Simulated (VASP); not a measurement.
Input of a VASP 6.6.1 run:

File INCAR:

```
SYSTEM = MgO
PREC = Accurate
ENCUT = 520
EDIFF = 1E-7
ISMEAR = -1
SIGMA = 0.01
LREAL = .False.
LASPH = .True.
NELM = 60
ALGO = Normal
ISIF = 2
LWAVE = .False.
LCHARG = .True.
GGA = PE
LELF = .True.
LVHAR = .True.
NBANDS = 11
```

The input KPOINTS:

```
Automatic mesh
0
Gamma
  11 11 11
  0 0 0
```

The input POSCAR:

```
MgO
1.0
    0.0000000000      2.1208197024      2.1208197024
    2.1208197024      0.0000000000      2.1208197024
    2.1208197024      2.1208197024      0.0000000000
Mg O
1 1
Direct
    0.0000000000      0.0000000000      0.0000000000
    0.5000000000      0.5000000000      0.5000000000
```

Potentials or basis: VASP PAW PBE potentials, release 64 (Mg, O).

The run is started by

```sh
$ cat potpaw_PBE.64/Mg/POTCAR potpaw_PBE.64/O/POTCAR > POTCAR
$ mpirun -np 1 vasp_std > vasp.out
```

Problem. Estimate the pressure.

Solution. 0.6 GPa.

Problem. What does it give for the band gap on the k mesh?

Solution. 4.52 eV, direct.
